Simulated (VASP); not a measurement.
Wanted: the native input for a VASP 6.6.1 run.

```
Task                   : single point
Functional             : PBE
Potentials or basis    : VASP PAW PBE potentials, release 64 (N)
Cutoff                 : 520 eV
k mesh                 : 22 × 22 × 22
Occupations            : gaussian, width 0.1 eV
Spin                   : no spin polarisation
Dipole correction      : no
Further INCAR settings : ALGO = Normal; EDIFF = 1e-07; NBANDS = 8
```

The structure of N lies in POSCAR:

```
N
1.0
    0.0000000000      1.5710248094      1.5710248094
    1.5710248094      0.0000000000      1.5710248094
    1.5710248094      1.5710248094      0.0000000000
N
1
Direct
    0.0000000000      0.0000000000      0.0000000000
```

This cell differs from its parent crystal: strained.

One way to write it, as run:

INCAR

```
SYSTEM = N
  PREC = Accurate
  ENCUT = 520
  EDIFF = 1E-7
  ISMEAR = 0
  SIGMA = 0.1
  LREAL = .FALSE.
  LASPH = .TRUE.
  NELM = 80
  ALGO = Normal
  ISIF = 2
  LWAVE = .FALSE.
  LCHARG = .FALSE.
  GGA = PE
  NBANDS = 8
```

KPOINTS

```
Automatic mesh
0
G
  22 22 22
  0 0 0
```

Potentials or basis: VASP PAW PBE potentials, release 64 (N).

Command:

```console
$ cat potpaw_PBE.64/N/POTCAR > POTCAR
$ mpirun -np 1 vasp_std > vasp.out
```

Results of the run:

| Item | Value |
| --- | --- |
| Pressure | -3.7 GPa |

Caveat: the cell differs from its parent crystal (strained).

Run time: 15 s on 1 thread of Intel Xeon 6975P-C, on a shared host, peak memory 0.12 GiB.
